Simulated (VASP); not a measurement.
# AgIrC4N4 (P-43m) in VASP: a series of runs

AgIrC4N4 is run at these levels: PBE; tasks: single point.

Everything below comes from runs of VASP 6.6.1. Logs are shortened: lines on timing, memory, paths and dates and some standing lists are left out, and cuts for length are marked.

### Step 1. The cell of the first run

It takes space group P-43m (No. 215, cubic). The conventional cell has a = 6.004 Å, b = 6.004 Å, c = 6.004 Å, α = 90.00°, β = 90.00°, γ = 90.00°. Within 2.7 Å of Ag (site symmetry -43m) lie 4 C at 2.02 Å. Within 2.7 Å of Ir (site symmetry -43m) lie 4 N at 2.01 Å. C (site symmetry 3m) has 1 N at 1.17 Å within 1.6 Å. Within 1.6 Å of N (site symmetry 3m) lie 1 C at 1.17 Å.

### Step 2. Single point, PBE, collinear spin, ferromagnetic start

INCAR reads:

```
SYSTEM = AgIrC4N4
ALGO = Normal
EDIFF = 1E-6
ENCUT = 520
GGA = PE
ISIF = 2
ISMEAR = 0
ISPIN = 2
LASPH = .TRUE.
LCHARG = .TRUE.
LELF = .TRUE.
LMAXMIX = 4
LORBIT = 11
LREAL = .FALSE.
LVHAR = .TRUE.
LWAVE = .FALSE.
MAGMOM = 0 1 0 0 0 0 0 0 0 0
NBANDS = 43
NELM = 150
PREC = Accurate
SIGMA = 0.1
```

KPOINTS reads:

```
k-points
0
G
  4 4 4
  0 0 0
```

POSCAR reads:

```
AgIrC4N4
1.0
    6.0038654500      0.0000000000      0.0000000000
    0.0000000000      6.0038654500      0.0000000000
    0.0000000000      0.0000000000      6.0038654500
Ag Ir C N
1 1 4 4
Direct
    0.0000000000      0.0000000000      0.0000000000
    0.5000000000      0.5000000000      0.5000000000
    0.1944417700      0.1944417700      0.1944417700
    0.1944417700      0.8055582300      0.8055582300
    0.8055582300      0.1944417700      0.8055582300
    0.8055582300      0.8055582300      0.1944417700
    0.3069525900      0.3069525900      0.3069525900
    0.3069525900      0.6930474100      0.6930474100
    0.6930474100      0.3069525900      0.6930474100
    0.6930474100      0.6930474100      0.3069525900
```

Potentials or basis: VASP PAW PBE potentials, release 64 (Ag, Ir, C, N).

Started as:

```bash
$ cat potpaw_PBE.64/Ag/POTCAR potpaw_PBE.64/Ir/POTCAR potpaw_PBE.64/C/POTCAR potpaw_PBE.64/N/POTCAR > POTCAR
$ mpirun -np 1 vasp_std > vasp.out
```

OUTCAR:

```text
SYSTEM = AgIrC4N4
   EDIFF = 1E-6
   ENCUT = 520
   GGA = PE
   ISIF = 2
   ISMEAR = 0
   ISPIN = 2
   LASPH = .TRUE.
   LORBIT = 11
   LREAL = .FALSE.
   NELM = 150
   PREC = Accurate

 ion  position               nearest neighbor table
   1  0.000  0.000  0.000-   3 2.02   4 2.02   5 2.02   6 2.02
   2  0.500  0.500  0.500-   7 2.01   8 2.01   9 2.01  10 2.01
   3  0.194  0.194  0.194-   7 1.17   1 2.02
   4  0.194  0.806  0.806-   8 1.17   1 2.02
   5  0.806  0.194  0.806-   9 1.17   1 2.02
   6  0.806  0.806  0.194-  10 1.17   1 2.02
   7  0.307  0.307  0.307-   3 1.17   2 2.01
   8  0.307  0.693  0.693-   4 1.17   2 2.01
   9  0.693  0.307  0.693-   5 1.17   2 2.01
  10  0.693  0.693  0.307-   6 1.17   2 2.01

  LATTYP: Found a simple cubic cell.
 ALAT       =     6.0038654500

  Lattice vectors:

 A1 = (   6.0038654500,   0.0000000000,   0.0000000000)
 A2 = (   0.0000000000,   6.0038654500,   0.0000000000)
 A3 = (   0.0000000000,   0.0000000000,   6.0038654500)

Analysis of symmetry for initial positions (statically):
=====================================================================
 Subroutine PRICEL returns:
 Original cell was already a primitive cell.

 Routine SETGRP: Setting up the symmetry group for a
 simple cubic supercell.

 Subroutine GETGRP returns: Found 24 space group operations
 (whereof 24 operations were pure point group operations)
 out of a pool of 48 trial point group operations.

The static configuration has the point symmetry T_d .

Analysis of symmetry for dynamics (positions and initial velocities):
=====================================================================
 Subroutine PRICEL returns:
 Original cell was already a primitive cell.

 Routine SETGRP: Setting up the symmetry group for a
 simple cubic supercell.

 Subroutine GETGRP returns: Found 24 space group operations
 (whereof 24 operations were pure point group operations)
 out of a pool of 48 trial point group operations.

The dynamic configuration has the point symmetry T_d .

Analysis of structural, dynamic, and magnetic symmetry:
=====================================================================
 Subroutine PRICEL returns:
 Original cell was already a primitive cell.

 Routine SETGRP: Setting up the symmetry group for a
 simple cubic supercell.

 Subroutine GETGRP returns: Found 24 space group operations
 (whereof 24 operations were pure point group operations)
[... 149 lines left out ...]

  energy without entropy =      -72.24037095  energy(sigma->0) =      -72.24717229

 E-fermi :  -0.9217     XC(G=0):  -7.2508

 val. band max:       -1.0447256013   @ k =   0.2500   0.0000   0.0000
 cond. band min:      -0.8602396495   @ k =   0.5000   0.5000   0.0000
 fundamental gap:      0.1844859518
 Fermi energy:        -0.9216697198

 spin component 1

 k-point     1 :       0.0000    0.0000    0.0000
  band No.  band energies     occupation
      1     -18.7961      1.00000
      2     -18.6723      1.00000
      3     -18.6723      1.00000
      4     -18.6723      1.00000
      5      -9.8256      1.00000
      6      -9.2191      1.00000
[... 419 lines left out ...]
     39       5.0367      0.00000
     40       6.5242      0.00000
 Fermi energy:        -0.9216697198

 spin component 2

 k-point     1 :       0.0000    0.0000    0.0000
  band No.  band energies     occupation
      1     -18.7031      1.00000
      2     -18.5804      1.00000
      3     -18.5804      1.00000
      4     -18.5804      1.00000
      5      -9.6023      1.00000
      6      -8.9178      1.00000
[... 419 lines left out ...]
     39       5.6687      0.00000
     40       6.6359      0.00000
 [bands above 40 left out]

------------------------ aborting loop because EDIFF is reached ----------------------------------------

  FORCE on cell =-STRESS in cart. coord.  units (eV):
  Direction    XX          YY          ZZ          XY          YZ          ZX
  --------------------------------------------------------------------------------------
  -------------------------------------------------------------------------------------
  Total        3.9810245      3.9810245      3.9810245     -0.0000000      0.0000000      0.0000000
  in kB       29.4722014     29.4722014     29.4722014     -0.0000000      0.0000000      0.0000000
  external PRESSURE =      29.4722014 kB  Pullay stress =       0.0000000 kB

 VOLUME and BASIS-vectors are now :
 -----------------------------------------------------------------------------
  energy-cutoff  :      520.00
  volume of cell :      216.42
      direct lattice vectors                 reciprocal lattice vectors
     6.003865450  0.000000000  0.000000000     0.166559362  0.000000000  0.000000000
     0.000000000  6.003865450  0.000000000     0.000000000  0.166559362  0.000000000
     0.000000000  0.000000000  6.003865450     0.000000000  0.000000000  0.166559362

 POSITION                                       TOTAL-FORCE (eV/Angst)
 -----------------------------------------------------------------------------------
      0.00000      0.00000      0.00000        -0.000000     -0.000000     -0.000000
      3.00193      3.00193      3.00193        -0.000000     -0.000000      0.000000
      1.16740      1.16740      1.16740        -0.124326     -0.124326     -0.124326
      1.16740      4.83646      4.83646        -0.124326      0.124326      0.124326
      4.83646      1.16740      4.83646         0.124326     -0.124326      0.124326
      4.83646      4.83646      1.16740         0.124326      0.124326     -0.124326
      1.84290      1.84290      1.84290         1.154931      1.154931      1.154931
      1.84290      4.16096      4.16096         1.154931     -1.154931     -1.154931
      4.16096      1.84290      4.16096        -1.154931      1.154931     -1.154931
      4.16096      4.16096      1.84290        -1.154931     -1.154931      1.154931
 -----------------------------------------------------------------------------------
    total drift:                                0.000000      0.000000     -0.000000

  FREE ENERGIE OF THE ION-ELECTRON SYSTEM (eV)
  ---------------------------------------------------
  free  energy   TOTEN  =       -72.2539736203 eV

  energy  without entropy=      -72.2403709540  energy(sigma->0) =      -72.24717229

 total charge

# of ion       s       p       d       tot
------------------------------------------
    1        0.488   0.718   9.011  10.218
    2        0.563   0.672   6.835   8.070
    3        0.973   1.580   0.000   2.553
    4        0.973   1.580   0.000   2.553
    5        0.973   1.580   0.000   2.553
    6        0.973   1.580   0.000   2.553
    7        1.291   2.610   0.000   3.901
    8        1.291   2.610   0.000   3.901
    9        1.291   2.610   0.000   3.901
   10        1.291   2.610   0.000   3.901
--------------------------------------------------
tot         10.107  18.149  15.846  44.103

 magnetization (x)

# of ion       s       p       d       tot
------------------------------------------
    1        0.001  -0.008  -0.029  -0.036
    2        0.013   0.136   1.253   1.402
    3        0.004   0.040   0.000   0.044
    4        0.004   0.040   0.000   0.044
    5        0.004   0.040   0.000   0.044
    6        0.004   0.040   0.000   0.044
    7        0.013   0.021   0.000   0.034
    8        0.013   0.021   0.000   0.034
    9        0.013   0.021   0.000   0.034
   10        0.013   0.021   0.000   0.034
--------------------------------------------------
tot          0.081   0.371   1.224   1.676
```

OSZICAR:

```text
N       E                     dE             d eps       ncg     rms          rms(c)
DAV:   1     0.371985134032E+03    0.37199E+03   -0.24670E+04  1720   0.111E+03
DAV:   2    -0.401334643546E+02   -0.41212E+03   -0.39090E+03  1924   0.272E+02
DAV:   3    -0.841298015519E+02   -0.43996E+02   -0.42785E+02  2215   0.934E+01
DAV:   4    -0.854591892444E+02   -0.13294E+01   -0.13128E+01  1975   0.203E+01
DAV:   5    -0.854859254979E+02   -0.26736E-01   -0.26712E-01  2279   0.266E+00    0.350E+01
DAV:   6    -0.752927936622E+02    0.10193E+02   -0.48210E+01  2505   0.541E+01    0.459E+01
DAV:   7    -0.728875497477E+02    0.24052E+01   -0.21810E+01  2495   0.337E+01    0.179E+01
DAV:   8    -0.725030375589E+02    0.38451E+00   -0.34544E+00  2081   0.173E+01    0.962E+00
DAV:   9    -0.722900156733E+02    0.21302E+00   -0.26813E+00  2332   0.109E+01    0.380E+00
DAV:  10    -0.722532552737E+02    0.36760E-01   -0.24402E-01  2294   0.362E+00    0.102E+00
DAV:  11    -0.722541194384E+02   -0.86416E-03   -0.18962E-02  2260   0.870E-01    0.380E-01
DAV:  12    -0.722537627695E+02    0.35667E-03   -0.45794E-03  1828   0.446E-01    0.127E-01
DAV:  13    -0.722539062619E+02   -0.14349E-03   -0.78220E-04  2076   0.194E-01    0.602E-02
DAV:  14    -0.722539513027E+02   -0.45041E-04   -0.10456E-04  1975   0.583E-02    0.327E-02
DAV:  15    -0.722539678754E+02   -0.16573E-04   -0.29429E-05  1846   0.290E-02    0.164E-02
DAV:  16    -0.722539729160E+02   -0.50406E-05   -0.69909E-06  1881   0.150E-02    0.589E-03
DAV:  17    -0.722539736203E+02   -0.70429E-06   -0.51956E-07  1347   0.553E-03
   1 F= -.72253974E+02 E0= -.72247172E+02  d E =-.136027E-01  mag=     2.0000
```

stdout:

```text
POSCAR found type information on POSCAR AgIrC N
 POSCAR found :  4 types and      10 ions
 scaLAPACK will be used
 LDA part: xc-table for (Slater+PW92), standard interpolation
 POSCAR, INCAR and KPOINTS ok, starting setup
 FFT: planning ... GRIDC
 FFT: planning ... GRID_SOFT
 FFT: planning ... GRID
 WAVECAR not read
 entering main loop
```

Run time: 6.4 min. Hardware: 1 thread of Oxide Virtual Turin-like, shared host; peak memory 0.46 GiB.

Results:

| Item | Value |
| --- | --- |
| Free energy | -72.2540 eV |
| Pressure | 2.9 GPa |
| Largest force | 2.000 eV/Å |
| Band gap on the k mesh | zero (filled and empty bands overlap) |
| Net moment | 2.00 μB per cell |
| Site moments | Ag -0.04; Ir +1.40; C +0.04; N +0.03 μB |
| Valence electrons inside the program's atomic spheres | Ag 10.22; Ir 8.07; C 2.55; N 3.90 |

Forces in eV/Å, atoms in the order of the input:
```
Ag   0.000  0.000  0.000
Ir   0.000  0.000  0.000
C   -0.124 -0.124 -0.124
C   -0.124  0.124  0.124
C    0.124 -0.124  0.124
C    0.124  0.124 -0.124
N    1.155  1.155  1.155
N    1.155 -1.155 -1.155
N   -1.155  1.155 -1.155
N   -1.155 -1.155  1.155
```

Caveat: spin-orbit coupling is left out, which moves the levels of the heavy elements; forces of over 1 eV/Å act on the atoms, so gaps and moduli don't describe the material at rest.

(Part 1 of 2 ends here.)
